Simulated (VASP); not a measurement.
# Na (Im-3m) in VASP: further runs, part 2 of 2

VASP 6.6.1. Earlier steps stand in the parts before.

### 4 Single point, LDA

This run uses another cell than the first one, of 39.26 Å³/atom, 1.042 times its volume.

File INCAR:

```
ALGO = Normal
EDIFF = 1E-6
ENCUT = 520
ISIF = 2
ISMEAR = -1
LASPH = T
LCHARG = F
LREAL = F
LWAVE = F
NBANDS = 10
NELM = 80
PREC = Accurate
SIGMA = 0.05
```

File KPOINTS:

```
k-points
0
Gamma
  9 9 9
```

File POSCAR:

```
Na
1.0
   -2.1410000000      2.1410000000      2.1410000000
    2.1410000000     -2.1410000000      2.1410000000
    2.1410000000      2.1410000000     -2.1410000000
Na
1
Direct
    0.0000000000      0.0000000000      0.0000000000
```

Potentials or basis: VASP PAW LDA potentials, release 64 (Na_pv).

Started as:

```sh
> cat potpaw_LDA.64/Na_pv/POTCAR > POTCAR
> mpirun -np 1 vasp_std > vasp.out
```

OUTCAR:

```text
EDIFF = 1E-6
   ENCUT = 520
   ISIF = 2
   ISMEAR = -1
   LASPH = T
   LREAL = F
   NELM = 80
   PREC = Accurate

 ion  position               nearest neighbor table
   1  0.000  0.000  0.000-

  LATTYP: Found a body centered cubic cell.
 ALAT       =     4.2820000000

  Lattice vectors:

 A1 = (  -2.1410000000,   2.1410000000,   2.1410000000)
 A2 = (   2.1410000000,  -2.1410000000,   2.1410000000)
 A3 = (   2.1410000000,   2.1410000000,  -2.1410000000)

Analysis of symmetry for initial positions (statically):
=====================================================================
 Subroutine PRICEL returns:
 Original cell was already a primitive cell.

 Routine SETGRP: Setting up the symmetry group for a
 body centered cubic supercell.

 Subroutine GETGRP returns: Found 48 space group operations
[... 9 lines left out ...]

 Routine SETGRP: Setting up the symmetry group for a
 body centered cubic supercell.

 Subroutine GETGRP returns: Found 48 space group operations
[... 11 lines left out ...]
                                     Primitive cell

  volume of cell :      39.2564

  direct lattice vectors                    reciprocal lattice vectors
    -2.141000000  2.141000000  2.141000000     0.000000000  0.233535731  0.233535731
     2.141000000 -2.141000000  2.141000000     0.233535731  0.000000000  0.233535731
     2.141000000  2.141000000 -2.141000000     0.233535731  0.233535731  0.000000000

  length of vectors
     3.708320779  3.708320779  3.708320779     0.330269398  0.330269398  0.330269398

  position of ions in fractional coordinates (direct lattice)
     0.000000000  0.000000000  0.000000000

  ion indices of the primitive-cell ions
   primitive index   ion index
                 1           1

----------------------------------------------------------------------------------------

 KPOINTS: k-points

Automatic generation of k-mesh.
 Grid dimensions read from file:
 generate k-points for:    9    9    9

 Generating k-lattice:

  Cartesian coordinates                     Fractional coordinates (reciprocal lattice)
     0.000000000  0.025948415  0.025948415     0.111111111  0.000000000  0.000000000
     0.025948415  0.000000000  0.025948415     0.000000000  0.111111111  0.000000000
     0.025948415  0.025948415  0.000000000     0.000000000  0.000000000  0.111111111

  Length of vectors
     0.036696600  0.036696600  0.036696600

  Shift w.r.t. Gamma in fractional coordinates (k-lattice)
     0.000000000  0.000000000  0.000000000

 Subroutine IBZKPT returns following result:
 ===========================================

 Found     35 irreducible k-points:

 Following reciprocal coordinates:
            Coordinates               Weight
  0.000000  0.000000  0.000000      1.000000
  0.111111  0.000000  0.000000     12.000000
  0.222222  0.000000  0.000000     12.000000
  0.333333  0.000000  0.000000     12.000000
  0.444444  0.000000  0.000000     12.000000
  0.111111  0.111111  0.000000     24.000000
[... 16 lines left out ...]
 -0.333333  0.444444  0.111111     48.000000
 -0.444444 -0.444444  0.111111     24.000000
 [... further k-points ...]
   k-points           NKPTS =     35   k-points in BZ     NKDIM =     35   number of bands    NBANDS=     10
   number of dos      NEDOS =    301   number of ions     NIONS =      1
   total plane-waves  NPLWV =  21952
   dimension x,y,z NGX =    28 NGY =   28 NGZ =   28
   dimension x,y,z NGXF=    56 NGYF=   56 NGZF=   56
   ions per type =               1
   NGX,Y,Z   is equivalent  to a cutoff of  12.55, 12.55, 12.55 a.u.
   NGXF,Y,Z  is equivalent  to a cutoff of  25.11, 25.11, 25.11 a.u.
 SYSTEM =  unknown system
   PREC   = accura    normal or accurate (medium, high low for compatibility)
   ISTART =      0    job   : 0-new  1-cont  2-samecut
   ICHARG =      2    charge: 1-file 2-atom 10-const
   ISPIN  =      1    spin polarized calculation?
   LNONCOLLINEAR =      F non collinear calculations
   LSORBIT =      F    spin-orbit coupling
   LASPH  =      T    aspherical Exc in radial PAW
   ENCUT  =  520.0 eV  38.22 Ry    6.18 a.u.   6.90  6.90  6.90*2*pi/ulx,y,z
   NELM   =     80;   NELMIN=  2; NELMDL= -5     # of ELM steps
   EDIFF  = 0.1E-05   stopping-criterion for ELM
   LREAL  =      F    real-space projection
   EDIFFG = 0.1E-04   stopping-criterion for IOM
   NSW    =      0    number of steps for IOM
   IBRION =     -1    ionic relax: 0-MD 1-quasi-New 2-CG
   NFREE  =      0    steps in history (QN), initial steepest desc. (CG)
   ISIF   =      2    stress and relaxation
   ISYM   =      2    0-nonsym 1-usesym 2-fastsym
   POTIM  = 0.5000    time-step for ionic-motion
   TEBEG  =    0.0;   TEEND  =   0.0 temperature during run
   PSTRESS=    0.0 pullay stress
   NELECT =       7.0000    total number of electrons
   NUPDOWN=      -1.0000    fix difference up-down
   EMIN   =  10.00;   EMAX   =-10.00  energy-range for DOS
   EFERMI =   0.00;   METHOD = LEGACY
   ISMEAR =    -1;   SIGMA  =   0.05  broadening in eV -4-tet -1-fermi 0-gaus
   EFERMI_NEDOS =   21; number of points for ismear=-14 and -15
   IALGO  =     38    algorithm
   IMIX   =      4    mixing-type and parameters
     AMIX     =   0.40;   BMIX     =  1.00
     AMIX_MAG =   1.60;   BMIX_MAG =  1.00
  volume/ion in A,a.u.               =      39.26       264.91
  Fermi-wavevector in a.u.,A,eV,Ry     =   0.921448  1.741284 11.552251  0.849066
  Thomas-Fermi vector in A             =   2.046866
   LORBIT       =      0    0 simple, 1 ext, 2 COOP (PROOUT), +10 PAW based schemes
   GGA     = CA    functional components
   LHFCALC =     F    Hartree Fock is set to
   AEXX    =    0.0000 exact exchange contribution
   IVDW    =     0    specifies the selected vdW correction
   LEPSILON=     F    determine dielectric tensor
   LRPA    =     F    only Hartree local field effects (RPA)
 non-spin polarized calculation
  energy-cutoff  :      520.00
  volume of cell :       39.26
 maximum number of plane-waves:      1075
   NGX = 13   NGY = 13   NGZ = 13

 number of electron       7.0000009 magnetization

 Free energy of the ion-electron system (eV)
  ---------------------------------------------------
  ext. energy  EPLUGINS =         0.00000000
  ---------------------------------------------------
  free energy    TOTEN  =        -1.43711305 eV

  energy without entropy =       -1.43385543  energy(sigma->0) =       -1.43548424

 E-fermi :  -0.0082     XC(G=0):  -6.5702

 val. band max:       -0.1044248460   @ k =  -0.3333   0.4444   0.1111
 cond. band min:       0.0897829342   @ k =   0.4444   0.0000   0.0000
 fundamental gap:      0.1942077802
 Fermi energy:        -0.0081786548

 k-point     1 :       0.0000    0.0000    0.0000
  band No.  band energies     occupation
      1     -24.9874      2.00000
      2     -24.9874      2.00000
      3     -24.9874      2.00000
      4      -3.1568      2.00000
      5      11.2900      0.00000
      6      11.2900      0.00000
      7      11.2900      0.00000
      8      12.3531      0.00000
      9      12.3531      0.00000
     10      12.8417      0.00000

 k-point     2 :       0.1111    0.0000    0.0000
  band No.  band energies     occupation
      1     -24.9909      2.00000
      2     -24.9886      2.00000
      3     -24.9874      2.00000
      4      -2.9480      2.00000
      5       9.1698      0.00000
      6      10.3295      0.00000
      7      10.5344      0.00000
      8      11.1455      0.00000
      9      11.6237      0.00000
     10      12.9654      0.00000

 k-point     3 :       0.2222    0.0000    0.0000
  band No.  band energies     occupation
      1     -24.9996      2.00000
      2     -24.9916      2.00000
      3     -24.9873      2.00000
      4      -2.3263      2.00000
      5       6.4429      0.00000
      6       9.2035      0.00000
      7       9.6266      0.00000
      8      10.0632      0.00000
      9      10.9327      0.00000
     10      13.5123      0.00000
[... 248 lines left out ...]
 k-point    23 :      -0.3333    0.4444    0.1111
  band No.  band energies     occupation
      1     -25.0117      2.00000
      2     -25.0002      2.00000
      3     -24.9921      2.00000
      4      -0.1044      1.74537
      5       3.4047      0.00000
      6       5.2228      0.00000
      7       8.6548      0.00000
      8      10.2029      0.00000
      9      10.6364      0.00000
     10      13.3532      0.00000

 k-point    24 :      -0.4444   -0.4444    0.1111
  band No.  band energies     occupation
      1     -25.0140      2.00000
      2     -25.0018      2.00000
      3     -24.9921      2.00000
      4       1.2850      0.00000
      5       1.6781      0.00000
      6       5.0187      0.00000
      7       8.5032      0.00000
      8      10.1197      0.00000
      9      11.5441      0.00000
     10      12.2827      0.00000

 [... further k-points ...]
[... 5 lines left out ...]
  --------------------------------------------------------------------------------------
  -------------------------------------------------------------------------------------
  Total       -0.2780372     -0.2780372     -0.2780372      0.0000000      0.0000000      0.0000000
  in kB      -11.3475878    -11.3475878    -11.3475878      0.0000000      0.0000000      0.0000000
  external PRESSURE =     -11.3475878 kB  Pullay stress =       0.0000000 kB

 VOLUME and BASIS-vectors are now :
 -----------------------------------------------------------------------------
  energy-cutoff  :      520.00
  volume of cell :       39.26
      direct lattice vectors                 reciprocal lattice vectors
    -2.141000000  2.141000000  2.141000000     0.000000000  0.233535731  0.233535731
     2.141000000 -2.141000000  2.141000000     0.233535731  0.000000000  0.233535731
     2.141000000  2.141000000 -2.141000000     0.233535731  0.233535731  0.000000000

 POSITION                                       TOTAL-FORCE (eV/Angst)
 -----------------------------------------------------------------------------------
      0.00000      0.00000      0.00000        -0.000000      0.000000     -0.000000
 -----------------------------------------------------------------------------------
    total drift:                                0.000000     -0.000000     -0.000000

  FREE ENERGIE OF THE ION-ELECTRON SYSTEM (eV)
  ---------------------------------------------------
  free  energy   TOTEN  =        -1.4371130500 eV

  energy  without entropy=       -1.4338554321  energy(sigma->0) =       -1.43548424
```

OSZICAR:

```text
N       E                     dE             d eps       ncg     rms          rms(c)
DAV:   1     0.275676840282E+02    0.27568E+02   -0.37673E+03   700   0.563E+02
DAV:   2    -0.873107521710E+00   -0.28441E+02   -0.28190E+02   726   0.142E+02
DAV:   3    -0.143327312890E+01   -0.56017E+00   -0.55974E+00   848   0.233E+01
DAV:   4    -0.143823178636E+01   -0.49587E-02   -0.49584E-02   852   0.213E+00
DAV:   5    -0.143830205084E+01   -0.70264E-04   -0.70264E-04   832   0.247E-01    0.193E-01
DAV:   6    -0.143750719519E+01    0.79486E-03   -0.76548E-04   840   0.353E-01    0.129E-01
DAV:   7    -0.143712881327E+01    0.37838E-03   -0.12180E-03   824   0.369E-01    0.208E-02
DAV:   8    -0.143711272013E+01    0.16093E-04   -0.95394E-05   840   0.156E-01    0.286E-03
DAV:   9    -0.143711305005E+01   -0.32992E-06   -0.37343E-07   556   0.613E-03
   1 F= -.14371131E+01 E0= -.14354842E+01  d E =-.325762E-02
```

stdout:

```text
POSCAR found type information on POSCAR Na
 POSCAR found :  1 types and       1 ions
 scaLAPACK will be used
 LDA part: xc-table for (Slater(with rela. corr.)+CA(PZ))
 , standard interpolation
 POSCAR, INCAR and KPOINTS ok, starting setup
 FFT: planning ... GRIDC
 FFT: planning ... GRID_SOFT
 FFT: planning ... GRID
 WAVECAR not read
 entering main loop
```

Run time: 3.2 s. Hardware: 1 thread of Intel Xeon 6975P-C (Granite Rapids), shared host; peak memory 0.13 GiB.

What came out:

```
Free energy : -1.4371 eV
Pressure    : -1.1 GPa
```

### 5 Summary

```csv
cell,gap on the mesh (eV),pressure (GPa)
"a = 3.658 Å, angles 109.5°, 1 atom",none,-0.9
"a = 3.683 Å, angles 109.5°, 1 atom",none,-1.0
"a = 3.708 Å, angles 109.5°, 1 atom",none,-1.1
```

Alike in all rows: task single point; level LDA; potentials or basis VASP PAW LDA potentials, release 64 (Na_pv); no spin polarisation; k mesh 9 × 9 × 9; cutoff (eV) 520; smearing fermi-dirac 0.05 eV.

Absolute energies hang on the potentials; compare differences alone.
